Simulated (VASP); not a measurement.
CaO, 2 atoms in the cell. Symmetry: Fm-3m, No. 225, cubic system. The conventional cell has a = 4.731 Å, b = 4.731 Å, c = 4.731 Å, α = 90.00°, β = 90.00°, γ = 90.00°. Within 3.1 Å of Ca (site symmetry m-3m) lie 6 O at 2.37 Å. Within 3.1 Å of O (site symmetry m-3m) lie 6 Ca at 2.37 Å. 

| Property | Result |
| --- | --- |
| Program | VASP 6.6.1 |
| Task | single point |
| Functional | LDA |
| Potentials or basis | VASP PAW LDA potentials, release 64 (Ca_sv, O) |
| Cutoff | 520 eV |
| k mesh | 8 × 8 × 8 |
| Occupations | gaussian, width 0.01 eV |
| Spin | no spin polarisation |
| Dipole correction | no |
| Further INCAR settings | ALGO = Normal; EDIFF = 1e-06; NBANDS = 15 |

Potentials or basis: VASP PAW LDA potentials, release 64 (Ca_sv, O).

Command:

```console
$ cat potpaw_LDA.64/Ca_sv/POTCAR potpaw_LDA.64/O/POTCAR > POTCAR
$ mpirun -np 1 vasp_std > vasp.out
```

Hardware: 1 thread of Intel(R) Xeon(R) 6975P-C (Granite Rapids), on a shared host.

Question: Estimate the wall time of this run.

Answer: Run time: 5.4 s on 1 thread of Intel(R) Xeon(R) 6975P-C (Granite Rapids), on a shared host, peak memory 0.14 GiB. Counts: scf iterations 12, k points 29.
